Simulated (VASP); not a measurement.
# Si8NO14 (a cell with a defect) in VASP: relaxation of the atoms with PBE+D3(BJ)

Aim: the relaxation of the atoms of Si8NO14 (a cell with a defect) with PBE+D3(BJ).

Program: VASP 6.6.1. These are calculated values, not measurements. Logs are shortened: lines on timing, memory, paths and dates and some standing lists are left out, and cuts for length are marked.

## Step 1: The cell of the first run

The cell holds a defect, 23 atoms: a = 5.912 Å, b = 5.912 Å, c = 5.336 Å, α = 90.00°, β = 90.00°, γ = 90.00°.

## Step 2: Relaxation of the atoms, PBE+D3(BJ)

Input file INCAR:

```
PREC     = Accurate       # precision mode
ENCUT    = 520            # plane-wave cutoff, eV
EDIFF    = 1E-6           # SCF threshold, eV
ISMEAR   = -1             # smearing method
SIGMA    = 0.02           # smearing width, eV
LREAL    = Auto         
LASPH    = T              # aspherical terms in the spheres
NELM     = 80             # most SCF steps
ALGO     = Normal         # electronic algorithm
ISIF     = 2              # what is computed and relaxed
LWAVE    = F              # write WAVECAR
LCHARG   = F              # write CHGCAR
GGA      = PE             # functional
IVDW     = 12             # dispersion correction
IBRION   = 2              # ionic algorithm
NSW      = 80             # ionic steps
EDIFFG   = -0.03          # ionic threshold
NELECT   = 120.0
```

Input file KPOINTS:

```
Automatic mesh
0
Gamma
  2 2 2
```

Input file POSCAR:

```
Si8NO14
1.0
   -4.1801000000     -4.1801000000      0.0000000000
    4.1801000000     -4.1801000000      0.0000000000
    0.0000000000      0.0000000000      5.3356000000
Si N O
8 1 14
Direct
    0.5000000000      0.5000000000      0.0000000000
    0.0000000000      0.5000000000      0.2500000000
    0.5000000000      0.5000000000      0.5000000000
    0.0000000000      0.5000000000      0.7500000000
    0.0000000000      0.0000000000      0.0000000000
    0.5000000000      0.0000000000      0.2500000000
    0.0000000000      0.0000000000      0.5000000000
    0.5000000000      0.0000000000      0.7500000000
   -0.1933000000      0.5000000000      0.0000000000
    0.0000000000      0.1933000000      0.2500000000
    0.0000000000      0.8067000000      0.2500000000
    0.1933000000      0.5000000000      0.5000000000
    0.0000000000      0.1933000000      0.7500000000
    0.8067000000      0.5000000000      0.5000000000
    0.0000000000      0.8067000000      0.7500000000
    0.6933000000      0.0000000000      0.0000000000
    0.5000000000      0.6933000000      0.2500000000
    0.3067000000      0.0000000000      0.0000000000
    0.5000000000      0.3067000000      0.2500000000
    0.6933000000      0.0000000000      0.5000000000
    0.5000000000      0.6933000000      0.7500000000
    0.3067000000      0.0000000000      0.5000000000
    0.5000000000      0.3067000000      0.7500000000
```

Potentials or basis: VASP PAW PBE potentials, release 64 (Si, N, O).

Run with:

```
$ cat potpaw_PBE.64/Si/POTCAR potpaw_PBE.64/N/POTCAR potpaw_PBE.64/O/POTCAR > POTCAR
$ mpirun -np 1 vasp_std > vasp.out
```

OUTCAR:

```text
PREC = Accurate
   ENCUT = 520
   EDIFF = 1E-6
   ISMEAR = -1
   LREAL = Auto
   LASPH = T
   NELM = 80
   ISIF = 2
   GGA = PE
   IVDW = 12
   IBRION = 2
   NSW = 80
   EDIFFG = -0.03
   NELECT = 120.0
 IVDW          = 12

 ion  position               nearest neighbor table
   1  0.500  0.500  0.000-  17 1.76  19 1.76  21 1.76  23 1.76   9 1.81   3 2.67   3 2.67
   2  0.000  0.500  0.250-   9 1.76  12 1.76  14 1.76  10 1.81  11 1.81   4 2.67   4 2.67
   3  0.500  0.500  0.500-  17 1.76  19 1.76  21 1.76  23 1.76  12 1.81  14 1.81   1 2.67   1 2.67

   4  0.000  0.500  0.750-   9 1.76  12 1.76  14 1.76  13 1.81  15 1.81   2 2.67   2 2.67
   5  0.000  0.000  0.000-  10 1.76  11 1.76  13 1.76  15 1.76  16 1.81  18 1.81   7 2.67   7 2.67

   6  0.500  0.000  0.250-  16 1.76  18 1.76  20 1.76  22 1.76  17 1.81  19 1.81   8 2.67   8 2.67

   7  0.000  0.000  0.500-  10 1.76  11 1.76  13 1.76  15 1.76  20 1.81  22 1.81   5 2.67   5 2.67

   8  0.500  0.000  0.750-  16 1.76  18 1.76  20 1.76  22 1.76  21 1.81  23 1.81   6 2.67   6 2.67

   9  0.807  0.500  0.000-   2 1.76   4 1.76   1 1.81
  10  0.000  0.193  0.250-   5 1.76   7 1.76   2 1.81
  11  0.000  0.807  0.250-   5 1.76   7 1.76   2 1.81
  12  0.193  0.500  0.500-   2 1.76   4 1.76   3 1.81
  13  0.000  0.193  0.750-   5 1.76   7 1.76   4 1.81
  14  0.807  0.500  0.500-   2 1.76   4 1.76   3 1.81
  15  0.000  0.807  0.750-   5 1.76   7 1.76   4 1.81
  16  0.693  0.000  0.000-   6 1.76   8 1.76   5 1.81
  17  0.500  0.693  0.250-   1 1.76   3 1.76   6 1.81
  18  0.307  0.000  0.000-   6 1.76   8 1.76   5 1.81
  19  0.500  0.307  0.250-   1 1.76   3 1.76   6 1.81
  20  0.693  0.000  0.500-   6 1.76   8 1.76   7 1.81
  21  0.500  0.693  0.750-   1 1.76   3 1.76   8 1.81
  22  0.307  0.000  0.500-   6 1.76   8 1.76   7 1.81
  23  0.500  0.307  0.750-   1 1.76   3 1.76   8 1.81

  LATTYP: Found a simple tetragonal cell.
 ALAT       =     5.9115541121
 C/A-ratio  =     0.9025714556

  Lattice vectors:

 A1 = (  -4.1801000000,  -4.1801000000,   0.0000000000)
 A2 = (   4.1801000000,  -4.1801000000,   0.0000000000)
 A3 = (   0.0000000000,   0.0000000000,   5.3356000000)

Analysis of symmetry for initial positions (statically):
=====================================================================
 Subroutine PRICEL returns:
 Original cell was already a primitive cell.

 Routine SETGRP: Setting up the symmetry group for a
 simple tetragonal supercell.

 Subroutine GETGRP returns: Found  4 space group operations
 (whereof  4 operations were pure point group operations)
 out of a pool of 16 trial point group operations.

The static configuration has the point symmetry C_2v.

Analysis of symmetry for dynamics (positions and initial velocities):
=====================================================================
 Subroutine PRICEL returns:
 Original cell was already a primitive cell.

 Routine SETGRP: Setting up the symmetry group for a
 simple tetragonal supercell.

 Subroutine GETGRP returns: Found  4 space group operations
 (whereof  4 operations were pure point group operations)
 out of a pool of 16 trial point group operations.

The dynamic configuration has the point symmetry C_2v.

 Subroutine INISYM returns: Found  4 space group operations
 (whereof  4 operations are pure point group operations),
 and found     1 'primitive' translations

----------------------------------------------------------------------------------------

                                     Primitive cell

  volume of cell :     186.4604

  direct lattice vectors                    reciprocal lattice vectors
    -4.180100000 -4.180100000  0.000000000    -0.119614363 -0.119614363  0.000000000
     4.180100000 -4.180100000  0.000000000     0.119614363 -0.119614363  0.000000000
     0.000000000  0.000000000  5.335600000     0.000000000  0.000000000  0.187420346

  length of vectors
     5.911554112  5.911554112  5.335600000     0.169160255  0.169160255  0.187420346

  position of ions in fractional coordinates (direct lattice)
     0.500000000  0.500000000  0.000000000
     0.000000000  0.500000000  0.250000000
     0.500000000  0.500000000  0.500000000
     0.000000000  0.500000000  0.750000000
     0.000000000  0.000000000  0.000000000
     0.500000000  0.000000000  0.250000000
[... 15 lines left out ...]
     0.306700000  0.000000000  0.500000000
     0.500000000  0.306700000  0.750000000

  ion indices of the primitive-cell ions
   primitive index   ion index
                 1           1
                 2           2
                 3           3
                 4           4
                 5           5
                 6           6
[... 15 lines left out ...]
                22          22
                23          23

----------------------------------------------------------------------------------------

 KPOINTS: Automatic mesh

Automatic generation of k-mesh.
 Grid dimensions read from file:
 generate k-points for:    2    2    2

 Generating k-lattice:

  Cartesian coordinates                     Fractional coordinates (reciprocal lattice)
    -0.059807182 -0.059807182  0.000000000     0.500000000  0.000000000  0.000000000
     0.059807182 -0.059807182  0.000000000     0.000000000  0.500000000  0.000000000
     0.000000000  0.000000000  0.093710173     0.000000000  0.000000000  0.500000000

  Length of vectors
     0.084580127  0.084580127  0.093710173

  Shift w.r.t. Gamma in fractional coordinates (k-lattice)
     0.000000000  0.000000000  0.000000000

 Subroutine IBZKPT returns following result:
 ===========================================

 Found      8 irreducible k-points:

 Following reciprocal coordinates:
            Coordinates               Weight
  0.000000  0.000000  0.000000      1.000000
  0.500000  0.000000  0.000000      1.000000
  0.000000  0.500000  0.000000      1.000000
  0.500000  0.500000  0.000000      1.000000
  0.000000  0.000000  0.500000      1.000000
  0.500000  0.000000  0.500000      1.000000
  0.000000  0.500000  0.500000      1.000000
  0.500000  0.500000  0.500000      1.000000
   k-points           NKPTS =      8   k-points in BZ     NKDIM =      8   number of bands    NBANDS=     72
   number of dos      NEDOS =    301   number of ions     NIONS =     23
   total plane-waves  NPLWV =  92160
   dimension x,y,z NGX =    48 NGY =   48 NGZ =   40
   dimension x,y,z NGXF=    96 NGYF=   96 NGZF=   80
   ions per type =               8   1  14
   NGX,Y,Z   is equivalent  to a cutoff of  13.50, 13.50, 12.46 a.u.
   NGXF,Y,Z  is equivalent  to a cutoff of  27.00, 27.00, 24.93 a.u.
 SYSTEM =  unknown system
   PREC   = accura    normal or accurate (medium, high low for compatibility)
   ISTART =      0    job   : 0-new  1-cont  2-samecut
   ICHARG =      2    charge: 1-file 2-atom 10-const
   ISPIN  =      1    spin polarized calculation?
   LNONCOLLINEAR =      F non collinear calculations
   LSORBIT =      F    spin-orbit coupling
   LASPH  =      T    aspherical Exc in radial PAW
   ENCUT  =  520.0 eV  38.22 Ry    6.18 a.u.  10.99 10.99  9.92*2*pi/ulx,y,z
   NELM   =     80;   NELMIN=  2; NELMDL= -5     # of ELM steps
   EDIFF  = 0.1E-05   stopping-criterion for ELM
   LREAL  =      T    real-space projection
   EDIFFG = -.3E-01   stopping-criterion for IOM
   NSW    =     80    number of steps for IOM
   IBRION =      2    ionic relax: 0-MD 1-quasi-New 2-CG
   NFREE  =      1    steps in history (QN), initial steepest desc. (CG)
   ISIF   =      2    stress and relaxation
   ISYM   =      2    0-nonsym 1-usesym 2-fastsym
   POTIM  = 0.5000    time-step for ionic-motion
   TEBEG  =    0.0;   TEEND  =   0.0 temperature during run
   PSTRESS=    0.0 pullay stress
   NELECT =     120.0000    total number of electrons
   NUPDOWN=      -1.0000    fix difference up-down
   EMIN   =  10.00;   EMAX   =-10.00  energy-range for DOS
   EFERMI =   0.00;   METHOD = LEGACY
   ISMEAR =    -1;   SIGMA  =   0.02  broadening in eV -4-tet -1-fermi 0-gaus
   EFERMI_NEDOS =   21; number of points for ismear=-14 and -15
   IALGO  =     38    algorithm
   IMIX   =      4    mixing-type and parameters
     AMIX     =   0.40;   BMIX     =  1.00
     AMIX_MAG =   1.60;   BMIX_MAG =  1.00
  volume/ion in A,a.u.               =       8.11        54.71
  Fermi-wavevector in a.u.,A,eV,Ry     =   1.413426  2.670988 27.181349  1.997773
  Thomas-Fermi vector in A             =   2.535073
   LORBIT       =      0    0 simple, 1 ext, 2 COOP (PROOUT), +10 PAW based schemes
   GGA     = PE    functional components
   LHFCALC =     F    Hartree Fock is set to
   AEXX    =    0.0000 exact exchange contribution
   IVDW    =    12    specifies the selected vdW correction
   LEPSILON=     F    determine dielectric tensor
   LRPA    =     F    only Hartree local field effects (RPA)
 conjugate gradient relaxation of ions
 non-spin polarized calculation
  energy-cutoff  :      520.00
  volume of cell :      186.46
 maximum number of plane-waves:      5032
 NGX is ok and might be reduce to    48
   NGX = 21   NGY = 21   NGZ = 19

--------------------------------------- Ionic step        1  -------------------------------------------

 number of electron     119.9999954 magnetization

 Free energy of the ion-electron system (eV)
  ---------------------------------------------------
  ext. energy  EPLUGINS =         0.00000000
  ---------------------------------------------------
  free energy    TOTEN  =      -181.89899597 eV

  energy without entropy =     -181.89397849  energy(sigma->0) =     -181.89648723

------------------------ aborting loop because EDIFF is reached ----------------------------------------

 Edisp (eV)   -5.54552

 E8    (eV) :    -1.9208

  FORCE on cell =-STRESS in cart. coord.  units (eV):
  Direction    XX          YY          ZZ          XY          YZ          ZX
  --------------------------------------------------------------------------------------
  -------------------------------------------------------------------------------------
  Total      -8.63573    -8.63573    -1.57054    -1.94393     0.00000     0.00000
  in kB     -74.20330   -74.20330   -13.49504   -16.70339     0.00000     0.00000
  external pressure =      -53.97 kB  Pullay stress =        0.00 kB
[... 160 lines left out ...]
  FREE ENERGIE OF THE ION-ELECTRON SYSTEM (eV)
  ---------------------------------------------------
  free  energy   TOTEN  =      -189.0232920720 eV

  energy  without entropy=     -189.0232920720  energy(sigma->0) =     -189.02329207

[... ionic steps 4 to 18 ...]

--------------------------------------- Ionic step       19  -------------------------------------------

 number of electron     119.9999933 magnetization

------------------------ aborting loop because EDIFF is reached ----------------------------------------

 Edisp (eV)   -5.54045

 E8    (eV) :    -1.9183
[... 111 lines left out ...]
  energy  without entropy=     -189.9411063420  energy(sigma->0) =     -189.94110634

--------------------------------------- Ionic step       21  -------------------------------------------

 number of electron     119.9999933 magnetization

 Free energy of the ion-electron system (eV)
  ---------------------------------------------------
  ext. energy  EPLUGINS =         0.00000000
  ---------------------------------------------------
  free energy    TOTEN  =      -184.40064860 eV

  energy without entropy =     -184.40064860  energy(sigma->0) =     -184.40064860

 E-fermi :   8.7315     XC(G=0): -11.9533

 val. band max:        8.2940429299   @ k =   0.0000   0.0000   0.0000
 cond. band min:      10.6801914567   @ k =   0.0000   0.0000   0.0000
 fundamental gap:      2.3861485268
 Fermi energy:         8.7315329979

 k-point     1 :       0.0000    0.0000    0.0000
  band No.  band energies     occupation
      1     -14.4942      2.00000
      2     -13.0795      2.00000
      3     -12.7317      2.00000
      4     -11.8352      2.00000
      5     -11.8271      2.00000
      6     -11.5343      2.00000
[... 643 lines left out ...]
  FREE ENERGIE OF THE ION-ELECTRON SYSTEM (eV)
  ---------------------------------------------------
  free  energy   TOTEN  =      -189.9411216549 eV

  energy  without entropy=     -189.9411216548  energy(sigma->0) =     -189.94112165

 reached required accuracy - stopping structural energy minimisation
```

It took 51 min on 1 thread of Oxide Virtual Turin-like, shared host; peak memory 0.33 GiB.

Results:

```
Free energy                  : -189.9411 eV
Energy gained by relaxing    : 108.5 meV/atom
Ionic steps                  : 21
Largest force after relaxing : 0.020 eV/Å
Dispersion energy per atom   : -0.241 eV
```

Forces in eV/Å, atoms in the order of the input:
```
Si  -0.009 -0.009  0.000
Si  -0.002 -0.002  0.014
Si  -0.009 -0.009  0.000
Si  -0.002 -0.002 -0.014
Si   0.004  0.004  0.000
Si  -0.001 -0.001  0.004
Si  -0.001 -0.001  0.000
Si  -0.001 -0.001 -0.004
N    0.014  0.014  0.000
O   -0.007 -0.006  0.006
O   -0.006 -0.007  0.006
O    0.002  0.002  0.000
O   -0.007 -0.006 -0.006
O   -0.004 -0.004  0.000
O   -0.006 -0.007 -0.006
O    0.001  0.001  0.000
O    0.011  0.001  0.000
O    0.005  0.005  0.000
O    0.001  0.011  0.000
O   -0.002 -0.002  0.000
O    0.011  0.001  0.000
O    0.005  0.005  0.000
O    0.001  0.011  0.000
```

The path:
```
step  energy change (eV)  largest force (eV/Å)  pressure (GPa)
   1              0.0000                3.8474           -5.40
   2             -1.4891                4.0986           -2.49
   3             -1.5788                3.9413           -3.21
   4             -1.9667                4.7060           -2.06
   5             -2.1752                2.6718           -2.73
   6             -2.3137                2.6444           -3.10
   7             -2.4388                0.9934           -3.19
   8             -2.4639                0.9921           -2.67
   9             -2.4734                0.3320           -2.88
  10             -2.4832                0.3101           -2.60
  11             -2.4832                0.3126           -2.59
  12             -2.4889                0.1779           -2.66
  13             -2.4895                0.2045           -2.69
  14             -2.4935                0.1354           -2.76
  15             -2.4937                0.1688           -2.79
  16             -2.4956                0.0815           -2.79
  17             -2.4957                0.1142           -2.80
  18             -2.4965                0.0608           -2.82
  19             -2.4965                0.0490           -2.82
  20             -2.4966                0.0406           -2.84
  21             -2.4966                0.0196           -2.83
```

Final structure:
```
Si N O
1.0
    -4.18010   -4.18010    0.00000
     4.18010   -4.18010    0.00000
     0.00000    0.00000    5.33560
Si N O
8 1 14
Direct
  0.55266 0.50000 0.00000
  0.97523 0.50000 0.26898
  0.47757 0.50000 0.50000
  0.97523 0.50000 0.73102
  0.00491 0.00000 0.00000
  0.50162 0.00000 0.24841
  0.01108 0.00000 0.50000
  0.50162 0.00000 0.75159
  0.83760 0.50000 0.00000
  0.01048 0.19782 0.25119
  0.01048 0.80218 0.25119
  0.18071 0.50000 0.50000
  0.01048 0.19782 0.74881
  0.78313 0.50000 0.50000
  0.01048 0.80218 0.74881
  0.69876 0.00000 0.00000
  0.48633 0.69006 0.24268
  0.30729 0.00000 0.00000
  0.48633 0.30994 0.24268
  0.69956 0.00000 0.50000
  0.48633 0.69006 0.75732
  0.31252 0.00000 0.50000
  0.48633 0.30994 0.75732
```

Caveat: the k points lie up to 0.59 Å⁻¹ apart; the cell carries a net charge on a neutralising background, which shifts energy and pressure; the cell is charged against a uniform background, so pressure and absolute levels hang on convention.
